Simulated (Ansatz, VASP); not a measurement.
**Two plane-wave programs on H3WO2**

File INCAR:

```
SYSTEM = H3WO2
  PREC = Accurate
  ENCUT = 520
  EDIFF = 1E-6
  ISMEAR = -1
  SIGMA = 0.0492
  LREAL = .FALSE.
  LASPH = .TRUE.
  NELM = 100
  ALGO = Normal
  ISIF = 2
  LWAVE = .FALSE.
  LCHARG = .FALSE.
  GGA = PE
  NBANDS = 41
```

Contents of KPOINTS:

```
Automatic mesh
0
G
  4 4 7
  0 0 0
```

Contents of POSCAR:

```
H3WO2
1.0
    3.7987610000      4.2574990000      0.0000000000
    3.7987610000     -4.2574990000      0.0000000000
    1.1408860000      0.0000000000     -3.0842330000
H O W
6 4 2
Direct
    0.2250000000      0.9890000000      0.9960000000
    0.0110000000      0.7750000000      0.0040000000
    0.7750000000      0.0110000000      0.0040000000
    0.9890000000      0.2250000000      0.9960000000
    0.2370000000      0.2370000000      0.3690000000
    0.7630000000      0.7630000000      0.6310000000
    0.2066000000      0.7934000000      0.0000000000
    0.7934000000      0.2066000000      0.0000000000
    0.2857000000      0.2857000000      0.6048000000
    0.7143000000      0.7143000000      0.3952000000
    0.3474000000      0.6526000000      0.5000000000
    0.6526000000      0.3474000000      0.5000000000
```

Input for Ansatz:

```yaml
crystal:
  lattice:
    - [3.798761, 4.257499, 0.0]
    - [3.798761, -4.257499, 0.0]
    - [1.140886, 0.0, -3.084233]
  atoms:
    - { symbol: H, position: [0.225, 0.989, 0.996] }
    - { symbol: H, position: [0.011, 0.775, 0.004] }
    - { symbol: H, position: [0.775, 0.011, 0.004] }
    - { symbol: H, position: [0.989, 0.225, 0.996] }
    - { symbol: O, position: [0.2066, 0.7934, 0.0] }
    - { symbol: O, position: [0.7934, 0.2066, 0.0] }
    - { symbol: W, position: [0.3474, 0.6526, 0.5] }
    - { symbol: W, position: [0.6526, 0.3474, 0.5] }
    - { symbol: H, position: [0.237, 0.237, 0.369] }
    - { symbol: H, position: [0.763, 0.763, 0.631] }
    - { symbol: O, position: [0.2857, 0.2857, 0.6048] }
    - { symbol: O, position: [0.7143, 0.7143, 0.3952] }
  symmetry: { tolerance: 0.0003 }
kpoints:
  mp_grid: { grid: [4, 4, 7], shift: [0, 0, 0] }
  band_path:
    path:
      - [0.0, 0.0, 0.0]
      - [0.0, 0.0, -0.5]
      - [0.32085044, -0.32085044, -0.5]
      - [-0.32085044, -0.67914956, -0.5]
      - [-0.5, -0.5, -0.5]
      - [0.0, 0.0, 0.0]
      - [0.5, -0.5, 0.0]
      - [0.0, -0.5, -0.5]
      - [0.0, 0.0, 0.0]
      - [0.0, -0.5, 0.0]
    npoints: 6
magnetization:
  spin_polarized: false
scf:
  occupations: { method: fermi_dirac, width: 0.0492 }
  lower_state_search: "off"
  max_iter: 200
hamiltonian:
  pseudopotentials: { kind: paw }
  xc: pbe
basis:
  ecutwfc: 420
  fft_grid_basis: typed
output:
  forces: true
  stress: true
  eigenvalues: true
  bader: true
  populations: true
  elf: true
  write_potential: true
  volumetric_format: npy
  dos:
    e_range: [-12, 8]
    de: 0.05
    projected: { site_lists: { H: [H], O: [O], W: [W] } }
checkpoint:
  read: saved_state
```

Alike in both runs: task single point; functional PBE; k mesh 4 × 4 × 7; occupations fermi-dirac, width 0.0492 eV; no spin polarisation.

```csv
,VASP,Ansatz
version,VASP 6.6.1,Ansatz 0.2.0
potentials or method,"VASP PAW PBE potentials, release 64 (H, O, W_sv), cutoff 520 eV",PAW plane waves
valence electrons in the cell,58,58
```

|  | VASP | Ansatz | Ansatz less VASP |
| --- | --- | --- | --- |
| pressure (GPa) | 17.9 | 17.0 | -0.94 |
| rms of the force components (eV/Å) | 1.593 | 1.584 | -0.0089 |

Neither program's run includes spin-orbit coupling.
